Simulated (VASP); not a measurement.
# HfMoC2 (P4/mmm) in VASP: further runs, part 3 of 3

VASP 6.6.1.

## 6. Single point, LDA

This run uses another cell than the first one, of 11.42 Å³/atom, 1.017 times its volume.

The input, INCAR:

```
ALGO     = Normal         # electronic algorithm
EDIFF    = 1E-7           # SCF threshold, eV
ENCUT    = 520            # plane-wave cutoff, eV
ISIF     = 2              # what is computed and relaxed
ISMEAR   = -1             # smearing method
LASPH    = True           # aspherical terms in the spheres
LCHARG   = False          # write CHGCAR
LREAL    = False          # projectors in reciprocal space
LWAVE    = False          # write WAVECAR
NBANDS   = 24             # bands
NELM     = 100            # most SCF steps
PREC     = Accurate       # precision mode
SIGMA    = 0.05           # smearing width, eV
```

The input, KPOINTS:

```
k-points
0
Gamma
  5 5 4
```

The input, POSCAR:

```
HfMoC2
1.0
    3.1914230000      0.0000000000      0.0000000000
    0.0000000000      3.1914230000      0.0000000000
    0.0000000000      0.0000000000      4.4851640000
Hf Mo C
1 1 2
Direct
    0.0000000000      0.0000000000      0.0000000000
    0.5000000000      0.5000000000      0.5000000000
    0.5000000000      0.5000000000      0.0000000000
    0.0000000000      0.0000000000      0.5000000000
```

Potentials or basis: VASP PAW LDA potentials, release 64 (Hf_pv, Mo_sv, C).

Started as:

```bash
$ cat potpaw_LDA.64/Hf_pv/POTCAR potpaw_LDA.64/Mo_sv/POTCAR potpaw_LDA.64/C/POTCAR > POTCAR
$ mpirun -np 1 vasp_std > vasp.out
```

OUTCAR:

```text
EDIFF = 1E-7
   ENCUT = 520
   ISIF = 2
   ISMEAR = -1
   LASPH = True
   LREAL = False
   NELM = 100
   PREC = Accurate

 ion  position               nearest neighbor table
   1  0.000  0.000  0.000-   4 2.24   4 2.24   3 2.26   3 2.26   3 2.26   3 2.26   2 3.18   2 3.18
                             2 3.18   2 3.18   2 3.18   2 3.18   2 3.18   2 3.18
   2  0.500  0.500  0.500-   3 2.24   3 2.24   4 2.26   4 2.26   4 2.26   4 2.26   1 3.18   1 3.18
                             1 3.18   1 3.18   1 3.18   1 3.18   1 3.18   1 3.18
   3  0.500  0.500  0.000-   2 2.24   2 2.24   1 2.26   1 2.26   1 2.26   1 2.26
   4  0.000  0.000  0.500-   1 2.24   1 2.24   2 2.26   2 2.26   2 2.26   2 2.26

  LATTYP: Found a simple tetragonal cell.
 ALAT       =     3.1914230000
 C/A-ratio  =     1.4053806092

  Lattice vectors:

 A1 = (   3.1914230000,   0.0000000000,   0.0000000000)
 A2 = (   0.0000000000,   3.1914230000,   0.0000000000)
 A3 = (   0.0000000000,   0.0000000000,   4.4851640000)

Analysis of symmetry for initial positions (statically):
=====================================================================
 Subroutine PRICEL returns:
 Original cell was already a primitive cell.

 Routine SETGRP: Setting up the symmetry group for a
 simple tetragonal supercell.

 Subroutine GETGRP returns: Found 16 space group operations
 (whereof 16 operations were pure point group operations)
 out of a pool of 16 trial point group operations.

The static configuration has the point symmetry D_4h.

Analysis of symmetry for dynamics (positions and initial velocities):
=====================================================================
 Subroutine PRICEL returns:
 Original cell was already a primitive cell.

 Routine SETGRP: Setting up the symmetry group for a
 simple tetragonal supercell.

 Subroutine GETGRP returns: Found 16 space group operations
 (whereof 16 operations were pure point group operations)
 out of a pool of 16 trial point group operations.

The dynamic configuration has the point symmetry D_4h.

 Subroutine INISYM returns: Found 16 space group operations
 (whereof 16 operations are pure point group operations),
[... 114 lines left out ...]
  volume/ion in A,a.u.               =      11.42        77.07
  Fermi-wavevector in a.u.,A,eV,Ry     =   1.453927  2.747523 28.761388  2.113902
  Thomas-Fermi vector in A             =   2.571136
   LORBIT       =      0    0 simple, 1 ext, 2 COOP (PROOUT), +10 PAW based schemes
   GGA     = CA    functional components
   LHFCALC =     F    Hartree Fock is set to
   AEXX    =    0.0000 exact exchange contribution
   IVDW    =     0    specifies the selected vdW correction
   LEPSILON=     F    determine dielectric tensor
   LRPA    =     F    only Hartree local field effects (RPA)
 non-spin polarized calculation
  energy-cutoff  :      520.00
  volume of cell :       45.68
 maximum number of plane-waves:      1246
 NGX is ok and might be reduce to    24
   NGX = 11   NGY = 11   NGZ = 17

 number of electron      32.0000000 magnetization

 Free energy of the ion-electron system (eV)
  ---------------------------------------------------
  ext. energy  EPLUGINS =         0.00000000
  ---------------------------------------------------
  free energy    TOTEN  =       -44.86773189 eV

  energy without entropy =      -44.85742048  energy(sigma->0) =      -44.86257619

 E-fermi :   9.3623     XC(G=0): -13.1101

 val. band max:        9.0684277167   @ k =   0.4000   0.4000   0.2500
 cond. band min:       9.3693748226   @ k =   0.2000   0.2000   0.5000
 fundamental gap:      0.3009471059
 Fermi energy:         9.3623485396

 k-point     1 :       0.0000    0.0000    0.0000
  band No.  band energies     occupation
      1     -52.4039      2.00000
      2     -26.6262      2.00000
      3     -26.5957      2.00000
      4     -26.5957      2.00000
      5     -20.8994      2.00000
      6     -20.5837      2.00000
[... 475 lines left out ...]
     23      15.6273      0.00000
     24      16.8518      0.00000

------------------------ aborting loop because EDIFF is reached ----------------------------------------

  FORCE on cell =-STRESS in cart. coord.  units (eV):
  Direction    XX          YY          ZZ          XY          YZ          ZX
  --------------------------------------------------------------------------------------
  -------------------------------------------------------------------------------------
  Total       -4.3636803     -4.3636803     -2.5758179      0.0000000      0.0000000     -0.0000000
  in kB     -153.0440450   -153.0440450    -90.3397062      0.0000000      0.0000000     -0.0000000
  external PRESSURE =    -132.1425987 kB  Pullay stress =       0.0000000 kB

 VOLUME and BASIS-vectors are now :
 -----------------------------------------------------------------------------
  energy-cutoff  :      520.00
  volume of cell :       45.68
      direct lattice vectors                 reciprocal lattice vectors
     3.191423000  0.000000000  0.000000000     0.313339849  0.000000000  0.000000000
     0.000000000  3.191423000  0.000000000     0.000000000  0.313339849  0.000000000
     0.000000000  0.000000000  4.485164000     0.000000000  0.000000000  0.222957288

 POSITION                                       TOTAL-FORCE (eV/Angst)
 -----------------------------------------------------------------------------------
      0.00000      0.00000      0.00000         0.000000      0.000000      0.000000
      1.59571      1.59571      2.24258         0.000000      0.000000      0.000000
      1.59571      1.59571      0.00000         0.000000      0.000000      0.000000
      0.00000      0.00000      2.24258         0.000000      0.000000      0.000000
 -----------------------------------------------------------------------------------
    total drift:                                0.000000     -0.000000     -0.000000

  FREE ENERGIE OF THE ION-ELECTRON SYSTEM (eV)
  ---------------------------------------------------
  free  energy   TOTEN  =       -44.8677318947 eV

  energy  without entropy=      -44.8574204782  energy(sigma->0) =      -44.86257619
```

Run time: 24 s. Hardware: 1 thread of Intel Xeon 8259CL, shared host; peak memory 0.15 GiB.

What came out:

```
Free energy            : -44.8677 eV
Pressure               : -13.2 GPa
Band gap on the k mesh : zero (band 16 reaches 10.17 eV, above the bottom of band 17 at 7.89 eV)
```

Stress tensor (GPa, compression positive):
```
-15.30   0.00   0.00
  0.00 -15.30   0.00
  0.00   0.00  -9.03
```

Caveat: the k points lie up to 0.39 Å⁻¹ apart; spin-orbit coupling is left out, which moves the levels of the heavy elements.

## 7. Overview

```csv
task,level,potentials or basis,cell,k mesh,cutoff (eV),gap on the mesh (eV),pressure (GPa)
single point,r2SCAN+rVV10,"VASP PAW PBE potentials, release 64 (Hf_pv, Mo_sv, C)","a = 3.183, b = 3.183, c = 4.434 Å, 4 atoms",8 × 8 × 6,520,none,0.5
single point,r2SCAN,"VASP PAW PBE potentials, release 64 (Hf_pv, Mo_sv, C)","a = 3.190, b = 3.190, c = 4.442 Å, 4 atoms",8 × 8 × 6,520,none,0.0
single point,r2SCAN+D3(BJ),"VASP PAW PBE potentials, release 64 (Hf_pv, Mo_sv, C)","a = 3.191, b = 3.191, c = 4.485 Å, 4 atoms",8 × 8 × 6,520,none,-5.9
relaxation of cell and atoms,r2SCAN,"VASP PAW PBE potentials, release 64 (Hf_pv, Mo_sv, C)","relaxed from a = 3.191, b = 3.191, c = 4.485 Å, 4 atoms",8 × 8 × 6,600,none,0.0
single point,LDA,"VASP PAW LDA potentials, release 64 (Hf_pv, Mo_sv, C)","a = 3.191, b = 3.191, c = 4.485 Å, 4 atoms",5 × 5 × 4,520,none,-13.2
```

Alike in all rows: no spin polarisation; smearing fermi-dirac 0.05 eV.

Caveats: some runs use coarse meshes; spin-orbit coupling is left out, which moves the levels of the heavy elements; the PAW data sets were made with another functional, which shifts forces and pressure a little (some runs); three body term missing (some runs); pairwise dispersion overbinds metals, which lowers pressure and volume (some runs).

Absolute energies hang on the potentials; compare differences alone.
